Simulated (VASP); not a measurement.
# K6MgSn2 (C2/m) in VASP: single point with PBEsol

Aim: the single point of K6MgSn2 with PBEsol.

Program: VASP 6.6.1. These are calculated values, not measurements. Logs are shortened: lines on timing, memory, paths and dates and some standing lists are left out, and cuts for length are marked.

### Step 1. The cell of the first run

Symmetry: C2/m, No. 12, monoclinic system. Conventional cell: a = 11.545 Å, b = 6.271 Å, c = 10.673 Å, α = 90.00°, β = 98.07°, γ = 90.00°. Within 4.1 Å of Sn (site symmetry m) lie 1 Mg at 2.93 Å and 9 K at 3.62 to 4.02 Å. Within 4.0 Å of Mg (site symmetry 2/m) lie 2 Sn at 2.93 Å and 6 K at 3.56 to 3.95 Å. Within 5.2 Å of K (site symmetry m) lie 3 Sn at 3.73 to 3.76 Å and 11 K at 3.74 to 5.13 Å and 2 Mg at 4.34 Å. K (site symmetry m) has 3 Mg at 3.56 to 3.95 Å and 8 K at 3.67 to 4.81 Å and 3 Sn at 3.79 to 4.02 Å within 4.9 Å. Within 5.2 Å of K (site symmetry m) lie 4 Sn at 3.62 to 4.27 Å and 10 K at 3.68 to 5.13 Å and 1 Mg at 5.05 Å.

### Step 2. Single point, PBEsol

INCAR reads:

```
  PREC = Accurate
  ENCUT = 520
  EDIFF = 1E-6
  ISMEAR = -1
  SIGMA = 0.1
  LREAL = F
  LASPH = T
  NELM = 80
  ALGO = Normal
  ISIF = 2
  LWAVE = F
  LCHARG = F
  GGA = PS
  NBANDS = 52
```

KPOINTS reads:

```
Automatic mesh
0
Gamma
  4 4 2
```

POSCAR reads:

```
K6MgSn2
1.0
    0.0000000000      6.2706880000      0.0000000000
    5.7725430000     -3.1353440000      0.0000000000
    1.4983410000      0.0000000000    -10.5675290000
Sn Mg K
2 1 6
Direct
    0.1447400000      0.2894800000      0.7509700000
    0.8552600000      0.7105200000      0.2490300000
    0.0000000000      0.0000000000      0.0000000000
    0.4703000000      0.9406000000      0.7247000000
    0.5297000000      0.0594000000      0.2753000000
    0.2926000000      0.5852000000      0.0705000000
    0.7074000000      0.4148000000      0.9295000000
    0.1736000000      0.3472000000      0.4092000000
    0.8264000000      0.6528000000      0.5908000000
```

Potentials or basis: VASP PAW PBE potentials, release 64 (Sn_d, Mg, K_sv).

The run is started by

```console
$ cat potpaw_PBE.64/Sn_d/POTCAR potpaw_PBE.64/Mg/POTCAR potpaw_PBE.64/K_sv/POTCAR > POTCAR
$ mpirun -np 1 vasp_std > vasp.out
```

OUTCAR:

```text
PREC = Accurate
   ENCUT = 520
   EDIFF = 1E-6
   ISMEAR = -1
   LREAL = F
   LASPH = T
   NELM = 80
   ISIF = 2
   GGA = PS

 ion  position               nearest neighbor table
   1  0.145  0.289  0.751-   3 2.93   8 3.62   4 3.73   4 3.76   4 3.76
   2  0.855  0.711  0.249-   3 2.93   9 3.62   5 3.73   5 3.76   5 3.76
   3  0.000  0.000  0.000-   1 2.93   2 2.93   6 3.56   7 3.56
   4  0.470  0.941  0.725-   1 3.73   7 3.74   1 3.76   1 3.76
   5  0.530  0.059  0.275-   2 3.73   6 3.74   2 3.76   2 3.76
   6  0.293  0.585  0.071-   3 3.56   7 3.67   7 3.67   8 3.68   5 3.74
   7  0.707  0.415  0.929-   3 3.56   6 3.67   6 3.67   9 3.68   4 3.74
   8  0.174  0.347  0.409-   1 3.62   6 3.68
   9  0.826  0.653  0.591-   2 3.62   7 3.68

  LATTYP: Found a base centered monoclinic cell.
 ALAT       =    11.5450860000
 B/A-ratio  =     0.5431477947
 C/A-ratio  =     0.9244819196
 COS(beta)  =    -0.1403831778

  Lattice vectors:

 A1 = (  -5.7725430000,  -3.1353440000,   0.0000000000)
 A2 = (  -5.7725430000,   3.1353440000,   0.0000000000)
 A3 = (   1.4983410000,   0.0000000000, -10.5675290000)

Analysis of symmetry for initial positions (statically):
=====================================================================
 Subroutine PRICEL returns:
 Original cell was already a primitive cell.

 Routine SETGRP: Setting up the symmetry group for a
 base centered monoclinic supercell.

 Subroutine GETGRP returns: Found  4 space group operations
 (whereof  4 operations were pure point group operations)
 out of a pool of  4 trial point group operations.

The static configuration has the point symmetry C_2h.

Analysis of symmetry for dynamics (positions and initial velocities):
=====================================================================
 Subroutine PRICEL returns:
 Original cell was already a primitive cell.

 Routine SETGRP: Setting up the symmetry group for a
 base centered monoclinic supercell.

 Subroutine GETGRP returns: Found  4 space group operations
 (whereof  4 operations were pure point group operations)
 out of a pool of  4 trial point group operations.

The dynamic configuration has the point symmetry C_2h.

 Subroutine INISYM returns: Found  4 space group operations
 (whereof  4 operations are pure point group operations),
[... 100 lines left out ...]
   LREAL  =      F    real-space projection
   EDIFFG = 0.1E-04   stopping-criterion for IOM
   NSW    =      0    number of steps for IOM
   IBRION =     -1    ionic relax: 0-MD 1-quasi-New 2-CG
   NFREE  =      0    steps in history (QN), initial steepest desc. (CG)
   ISIF   =      2    stress and relaxation
   ISYM   =      2    0-nonsym 1-usesym 2-fastsym
   POTIM  = 0.5000    time-step for ionic-motion
   TEBEG  =    0.0;   TEEND  =   0.0 temperature during run
   PSTRESS=    0.0 pullay stress
   NELECT =      84.0000    total number of electrons
   NUPDOWN=      -1.0000    fix difference up-down
   EMIN   =  10.00;   EMAX   =-10.00  energy-range for DOS
   EFERMI =   0.00;   METHOD = LEGACY
   ISMEAR =    -1;   SIGMA  =   0.10  broadening in eV -4-tet -1-fermi 0-gaus
   EFERMI_NEDOS =   21; number of points for ismear=-14 and -15
   IALGO  =     38    algorithm
   IMIX   =      4    mixing-type and parameters
     AMIX     =   0.40;   BMIX     =  1.00
     AMIX_MAG =   1.60;   BMIX_MAG =  1.00
  volume/ion in A,a.u.               =      42.50       286.82
  Fermi-wavevector in a.u.,A,eV,Ry     =   0.987679  1.866443 13.272627  0.975511
  Thomas-Fermi vector in A             =   2.119151
   LORBIT       =      0    0 simple, 1 ext, 2 COOP (PROOUT), +10 PAW based schemes
   GGA     = PS    functional components
   LHFCALC =     F    Hartree Fock is set to
   AEXX    =    0.0000 exact exchange contribution
   IVDW    =     0    specifies the selected vdW correction
   LEPSILON=     F    determine dielectric tensor
   LRPA    =     F    only Hartree local field effects (RPA)
 non-spin polarized calculation
  energy-cutoff  :      520.00
  volume of cell :      382.52
 maximum number of plane-waves:     10336
 NGX is ok and might be reduce to    48
   NGX = 23   NGY = 25   NGZ = 39

 number of electron      84.0000008 magnetization

 Free energy of the ion-electron system (eV)
  ---------------------------------------------------
  ext. energy  EPLUGINS =         0.00000000
  ---------------------------------------------------
  free energy    TOTEN  =       -18.04926911 eV

  energy without entropy =      -18.00261030  energy(sigma->0) =      -18.02593971

 E-fermi :   1.4173     XC(G=0):  -7.3241

 val. band max:        1.1980859532   @ k =   0.0000   0.0000   0.0000
 cond. band min:       1.6961809369   @ k =   0.0000   0.5000   0.5000
 fundamental gap:      0.4980949838
 Fermi energy:         1.4172881220

 k-point     1 :       0.0000    0.0000    0.0000
  band No.  band energies     occupation
      1     -30.0982      2.00000
      2     -30.0889      2.00000
      3     -30.0401      2.00000
      4     -30.0088      2.00000
      5     -29.9442      2.00000
      6     -29.9439      2.00000
[... 759 lines left out ...]
     51       4.3444      0.00000
     52       4.7868      0.00000

------------------------ aborting loop because EDIFF is reached ----------------------------------------

  FORCE on cell =-STRESS in cart. coord.  units (eV):
  Direction    XX          YY          ZZ          XY          YZ          ZX
  --------------------------------------------------------------------------------------
  -------------------------------------------------------------------------------------
  Total       -0.1745037     -0.6132517     -2.2108253      0.0000000      0.0000000     -1.0573108
  in kB       -0.7309024     -2.5685825     -9.2599615      0.0000000      0.0000000     -4.4285078
  external PRESSURE =      -4.1864821 kB  Pullay stress =       0.0000000 kB

 VOLUME and BASIS-vectors are now :
 -----------------------------------------------------------------------------
  energy-cutoff  :      520.00
  volume of cell :      382.52
      direct lattice vectors                 reciprocal lattice vectors
     0.000000000  6.270688000  0.000000000     0.086616938  0.159472134  0.012281178
     5.772543000 -3.135344000  0.000000000     0.173233876  0.000000000  0.024562357
     1.498341000  0.000000000-10.567529000     0.000000000  0.000000000 -0.094629501

 POSITION                                       TOTAL-FORCE (eV/Angst)
 -----------------------------------------------------------------------------------
      2.79624      0.00000     -7.93590        -0.195312      0.000000     -0.372490
      4.47464      3.13534     -2.63163         0.195312      0.000000      0.372490
      0.00000      0.00000      0.00000        -0.000000      0.000000      0.000000
      6.51550      0.00000     -7.65829        -0.012422      0.000000      0.019856
      0.75538      3.13534     -2.90924         0.012422     -0.000000     -0.019856
      3.48373      0.00000     -0.74501         0.067449     -0.000000     -0.026009
      3.78716      3.13534     -9.82252        -0.067449      0.000000      0.026009
      2.61735      0.00000     -4.32423         0.007661     -0.000000     -0.068561
      4.65354      3.13534     -6.24330        -0.007661      0.000000      0.068561
 -----------------------------------------------------------------------------------
    total drift:                               -0.000000      0.000000     -0.000000

  FREE ENERGIE OF THE ION-ELECTRON SYSTEM (eV)
  ---------------------------------------------------
  free  energy   TOTEN  =       -18.0492691135 eV

  energy  without entropy=      -18.0026103020  energy(sigma->0) =      -18.02593971
```

stdout:

```text
POSCAR found type information on POSCAR SnMgK
 POSCAR found :  3 types and       9 ions
 scaLAPACK will be used
 -----------------------------------------------------------------------------
|                                                                             |
|                                                                             |
|     You enforced a specific xc type in the INCAR file but a different       |
|     I HOPE YOU KNOW WHAT YOU ARE DOING!                                     |
|                                                                             |
 -----------------------------------------------------------------------------

 LDA part: xc-table for (Slater+PW92), standard interpolation
 POSCAR, INCAR and KPOINTS ok, starting setup
 FFT: planning ... GRIDC
 FFT: planning ... GRID_SOFT
 FFT: planning ... GRID
 WAVECAR not read
 entering main loop
```

It took 6.4 min on 1 thread of Intel Xeon Platinum 8259CL at 2.50GHz (Skylake/Cascade Lake), shared host; peak memory 0.6 GiB.

What came out:

```yaml
Free_energy: -18.0493 eV
Pressure: -0.4 GPa
Largest_force: 0.421 eV/Å
```

Forces on the atoms (eV/Å):
```
Sn  -0.195  0.000 -0.372
Sn   0.195  0.000  0.372
Mg   0.000  0.000  0.000
K   -0.012  0.000  0.020
K    0.012  0.000 -0.020
K    0.067  0.000 -0.026
K   -0.067  0.000  0.026
K    0.008  0.000 -0.069
K   -0.008  0.000  0.069
```

Stress tensor (GPa, compression positive):
```
-0.07  0.00 -0.44
 0.00 -0.26  0.00
-0.44  0.00 -0.93
```

Caveat: the PAW data sets were made with another functional, which shifts forces and pressure a little; spin-orbit coupling is left out, which moves the levels of the heavy elements.
